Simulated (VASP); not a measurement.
# W: single point with PBE-based screened hybrid with 25 % exact exchange

The system is W.

```
W
1.0
    -1.57766    1.57766    1.57766
     1.57766   -1.57766    1.57766
     1.57766    1.57766   -1.57766
W
1
Direct
  0.00000 0.00000 0.00000
```

```json
{
  "Program": "VASP 6.6.1",
  "Task": "single point",
  "Functional": "PBE-based screened hybrid with 25 % exact exchange",
  "Potentials or basis": "VASP PAW PBE potentials, release 64 (W_sv)",
  "Cutoff": "520 eV",
  "k mesh": "6 × 6 × 6",
  "Occupations": "fermi-dirac, width 0.05 eV",
  "Spin": "no spin polarisation",
  "Dipole correction": "no",
  "Grid for exact exchange (PRECFOCK)": "Normal",
  "Share of exact exchange": "0.25",
  "Further INCAR settings": "ALGO = Normal; EDIFF = 1e-06; NBANDS = 13",
  "Screening parameter": "0.3 1/Å"
}
```

| Item | Value |
| --- | --- |
| Pressure | -0.4 GPa |
| Band gap on the k mesh | zero (bands 7 and 8 overlap by 7.26 eV) |

Levels at points of the mesh, in eV from the Fermi level:
| k point | band 5 | band 6 | band 7 | band 8 | band 9 | band 10 |
| --- | --- | --- | --- | --- | --- | --- |
| (0.00, 0.00, 0.00) | -10.99 | -1.68 | -1.68 | -1.68 | 2.69 | 2.69 |
| (0.50, 0.00, 0.00) | -7.27 | -4.32 | 0.23 | 2.54 | 3.63 | 6.63 |
| (0.50, 0.50, 0.50) | -6.69 | -6.69 | 5.58 | 5.58 | 5.58 | 8.64 |

Run time: 5.6 min on 1 thread of Intel(R) Xeon(R) Platinum 8488C (Sapphire Rapids) (shared host), peak memory 0.23 GiB.

Caveat: the k points lie up to 0.47 Å⁻¹ apart, too coarse for converged energies and pressures of a metal; the PAW data sets were made with another functional, which shifts forces and pressure a little; spin-orbit coupling is left out, which moves the levels of the heavy elements.
